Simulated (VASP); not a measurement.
# CuAu (P4/mmm) in VASP: notebook

The runs below take CuAu through single point, with PBEsol.

Program: VASP 6.6.1. These are calculated values, not measurements. Logs are shortened: lines on timing, memory, paths and dates and some standing lists are left out, and cuts for length are marked.

## (1) The cell of the first run

Symmetry: P4/mmm, No. 123, tetragonal system. Conventional cell: a = 2.917 Å, b = 2.917 Å, c = 3.674 Å, α = 90.00°, β = 90.00°, γ = 90.00°. Cu (site symmetry 4/mmm) has 8 Au at 2.76 Å and 6 Cu at 2.92 to 3.67 Å within 3.7 Å. Au (site symmetry 4/mmm) has 8 Cu at 2.76 Å and 6 Au at 2.92 to 3.67 Å within 3.7 Å.

## (2) Single point, PBEsol (15.63 Å³/atom)

Input file INCAR:

```
SYSTEM = CuAu
  PREC = Accurate
  ENCUT = 520
  EDIFF = 1E-6
  ISMEAR = 0
  SIGMA = 0.1
  LREAL = .False.
  LASPH = .True.
  NELM = 60
  ALGO = Fast
  ISIF = 2
  LWAVE = .False.
  LCHARG = .False.
  GGA = PS
  NBANDS = 18
```

Input file KPOINTS:

```
Automatic mesh
0
Gamma
  14 14 12
  0 0 0
```

Input file POSCAR:

```
CuAu
1.0
    2.9171447550      0.0000000000      0.0000000000
    0.0000000000      2.9171447550      0.0000000000
    0.0000000000      0.0000000000      3.6741652966
Cu Au
1 1
Direct
    0.5000000000      0.5000000000      0.5000000000
    0.0000000000      0.0000000000      0.0000000000
```

Potentials or basis: VASP PAW PBE potentials, release 64 (Cu, Au).

Run with:

```sh
cat potpaw_PBE.64/Cu/POTCAR potpaw_PBE.64/Au/POTCAR > POTCAR
mpirun -np 1 vasp_std > vasp.out
```

OUTCAR:

```text
SYSTEM = CuAu
   PREC = Accurate
   ENCUT = 520
   EDIFF = 1E-6
   ISMEAR = 0
   LREAL = .False.
   LASPH = .True.
   NELM = 60
   ISIF = 2
   GGA = PS

 ion  position               nearest neighbor table
   1  0.500  0.500  0.500-   2 2.76   2 2.76   2 2.76   2 2.76   2 2.76   2 2.76   2 2.76   2 2.76

   2  0.000  0.000  0.000-   1 2.76   1 2.76   1 2.76   1 2.76   1 2.76   1 2.76   1 2.76   1 2.76

  LATTYP: Found a simple tetragonal cell.
 ALAT       =     2.9171447550
 C/A-ratio  =     1.2595073626

  Lattice vectors:

 A1 = (   2.9171447550,   0.0000000000,   0.0000000000)
 A2 = (   0.0000000000,   2.9171447550,   0.0000000000)
 A3 = (   0.0000000000,   0.0000000000,   3.6741652966)

Analysis of symmetry for initial positions (statically):
=====================================================================
 Subroutine PRICEL returns:
 Original cell was already a primitive cell.

 Routine SETGRP: Setting up the symmetry group for a
 simple tetragonal supercell.

 Subroutine GETGRP returns: Found 16 space group operations
 (whereof 16 operations were pure point group operations)
 out of a pool of 16 trial point group operations.

The static configuration has the point symmetry D_4h.

Analysis of symmetry for dynamics (positions and initial velocities):
=====================================================================
 Subroutine PRICEL returns:
 Original cell was already a primitive cell.

 Routine SETGRP: Setting up the symmetry group for a
 simple tetragonal supercell.

 Subroutine GETGRP returns: Found 16 space group operations
 (whereof 16 operations were pure point group operations)
 out of a pool of 16 trial point group operations.

The dynamic configuration has the point symmetry D_4h.

 Subroutine INISYM returns: Found 16 space group operations
 (whereof 16 operations are pure point group operations),
 and found     1 'primitive' translations

----------------------------------------------------------------------------------------

                                     Primitive cell

  volume of cell :      31.2662

  direct lattice vectors                    reciprocal lattice vectors
     2.917144755  0.000000000  0.000000000     0.342800952  0.000000000  0.000000000
     0.000000000  2.917144755  0.000000000     0.000000000  0.342800952  0.000000000
     0.000000000  0.000000000  3.674165297     0.000000000  0.000000000  0.272170662

  length of vectors
     2.917144755  2.917144755  3.674165297     0.342800952  0.342800952  0.272170662

  position of ions in fractional coordinates (direct lattice)
     0.500000000  0.500000000  0.500000000
[... 81 lines left out ...]
   NSW    =      0    number of steps for IOM
   IBRION =     -1    ionic relax: 0-MD 1-quasi-New 2-CG
   NFREE  =      0    steps in history (QN), initial steepest desc. (CG)
   ISIF   =      2    stress and relaxation
   ISYM   =      2    0-nonsym 1-usesym 2-fastsym
   POTIM  = 0.5000    time-step for ionic-motion
   TEBEG  =    0.0;   TEEND  =   0.0 temperature during run
   PSTRESS=    0.0 pullay stress
   NELECT =      22.0000    total number of electrons
   NUPDOWN=      -1.0000    fix difference up-down
   EMIN   =  10.00;   EMAX   =-10.00  energy-range for DOS
   EFERMI =   0.00;   METHOD = LEGACY
   ISMEAR =     0;   SIGMA  =   0.10  broadening in eV -4-tet -1-fermi 0-gaus
   EFERMI_NEDOS =   21; number of points for ismear=-14 and -15
   IALGO  =     68    algorithm
   IMIX   =      4    mixing-type and parameters
     AMIX     =   0.40;   BMIX     =  1.00
     AMIX_MAG =   1.60;   BMIX_MAG =  1.00
  volume/ion in A,a.u.               =      15.63       105.50
  Fermi-wavevector in a.u.,A,eV,Ry     =   1.456099  2.751628 28.847395  2.120224
  Thomas-Fermi vector in A             =   2.573056
   LORBIT       =      0    0 simple, 1 ext, 2 COOP (PROOUT), +10 PAW based schemes
   GGA     = PS    functional components
   LHFCALC =     F    Hartree Fock is set to
   AEXX    =    0.0000 exact exchange contribution
   IVDW    =     0    specifies the selected vdW correction
   LEPSILON=     F    determine dielectric tensor
   LRPA    =     F    only Hartree local field effects (RPA)
 non-spin polarized calculation
 RMM-DIIS sequential band-by-band and
 Gauss-broadening in eV      SIGMA  =   0.10
  energy-cutoff  :      520.00
  volume of cell :       31.27
 maximum number of plane-waves:       862
 NGX is ok and might be reduce to    24
   NGX = 11   NGY = 11   NGZ = 13

 number of electron      22.0000011 magnetization

 Free energy of the ion-electron system (eV)
  ---------------------------------------------------
  ext. energy  EPLUGINS =         0.00000000
  ---------------------------------------------------
  free energy    TOTEN  =        -8.24066407 eV

  energy without entropy =       -8.23838471  energy(sigma->0) =       -8.23952439

 E-fermi :   7.4916     XC(G=0): -12.4219

 val. band max:        7.4843103037   @ k =   0.1429   0.1429   0.3333
 cond. band min:       7.5004889318   @ k =   0.3571   0.1429   0.5000
 fundamental gap:      0.0161786281
 Fermi energy:         7.4916196216

 k-point     1 :       0.0000    0.0000    0.0000
  band No.  band energies     occupation
      1      -1.6345      2.00000
      2       1.5472      2.00000
      3       1.6681      2.00000
      4       3.7023      2.00000
      5       3.7023      2.00000
      6       4.5588      2.00000
[... 481 lines left out ...]
      5       3.2106      2.00000
      6       4.1510      2.00000
[... 10 lines left out ...]
     17      21.0612      0.00000
     18      21.4991      0.00000

 [... further k-points ...]

------------------------ aborting loop because EDIFF is reached ----------------------------------------

  FORCE on cell =-STRESS in cart. coord.  units (eV):
  Direction    XX          YY          ZZ          XY          YZ          ZX
  --------------------------------------------------------------------------------------
  -------------------------------------------------------------------------------------
  Total       -2.4466769     -2.4466769     -2.4182636      0.0000000      0.0000000     -0.0000000
  in kB     -125.3754641   -125.3754641   -123.9194763      0.0000000      0.0000000     -0.0000000
  external PRESSURE =    -124.8901348 kB  Pullay stress =       0.0000000 kB

 VOLUME and BASIS-vectors are now :
 -----------------------------------------------------------------------------
  energy-cutoff  :      520.00
  volume of cell :       31.27
      direct lattice vectors                 reciprocal lattice vectors
     2.917144755  0.000000000  0.000000000     0.342800952  0.000000000  0.000000000
     0.000000000  2.917144755  0.000000000     0.000000000  0.342800952  0.000000000
     0.000000000  0.000000000  3.674165297     0.000000000  0.000000000  0.272170662

 POSITION                                       TOTAL-FORCE (eV/Angst)
 -----------------------------------------------------------------------------------
      1.45857      1.45857      1.83708         0.000000      0.000000      0.000000
      0.00000      0.00000      0.00000         0.000000      0.000000      0.000000
 -----------------------------------------------------------------------------------
    total drift:                                0.000000      0.000000     -0.000000

  FREE ENERGIE OF THE ION-ELECTRON SYSTEM (eV)
  ---------------------------------------------------
  free  energy   TOTEN  =        -8.2406640672 eV

  energy  without entropy=       -8.2383847128  energy(sigma->0) =       -8.23952439
```

stdout:

```text
POSCAR found type information on POSCAR CuAu
 POSCAR found :  2 types and       2 ions
 scaLAPACK will be used
 -----------------------------------------------------------------------------
|                                                                             |
|                                                                             |
|     You enforced a specific xc type in the INCAR file but a different       |
|     I HOPE YOU KNOW WHAT YOU ARE DOING!                                     |
|                                                                             |
 -----------------------------------------------------------------------------

 LDA part: xc-table for (Slater+PW92), standard interpolation
 POSCAR, INCAR and KPOINTS ok, starting setup
 FFT: planning ... GRIDC
 FFT: planning ... GRID_SOFT
 FFT: planning ... GRID
 WAVECAR not read
 entering main loop
WARNING in EDDRMM: call to ZHEGV failed, returncode =   6  3     17
WARNING in EDDRMM: call to ZHEGV failed, returncode =   6  3     17
WARNING in EDDRMM: call to ZHEGV failed, returncode =   8  4     17
```

Wall time 2.3 min (1 thread of Intel Xeon Platinum 8259CL at 2.50GHz (Skylake/Cascade Lake), shared host); peak memory 0.26 GiB.

Results:

| Item | Value |
| --- | --- |
| Free energy | -8.2407 eV |
| Pressure | -12.5 GPa |
| Band gap on the k mesh | zero (bands 11 and 12 overlap by 6.75 eV) |

Stress tensor (GPa, compression positive):
```
-12.54   0.00   0.00
  0.00 -12.54   0.00
  0.00   0.00 -12.39
```

Caveat: the cell stands under tension; the PAW data sets were made with another functional, which shifts forces and pressure a little; spin-orbit coupling is left out, which moves the levels of the heavy elements.

[end of part 1 of 2]
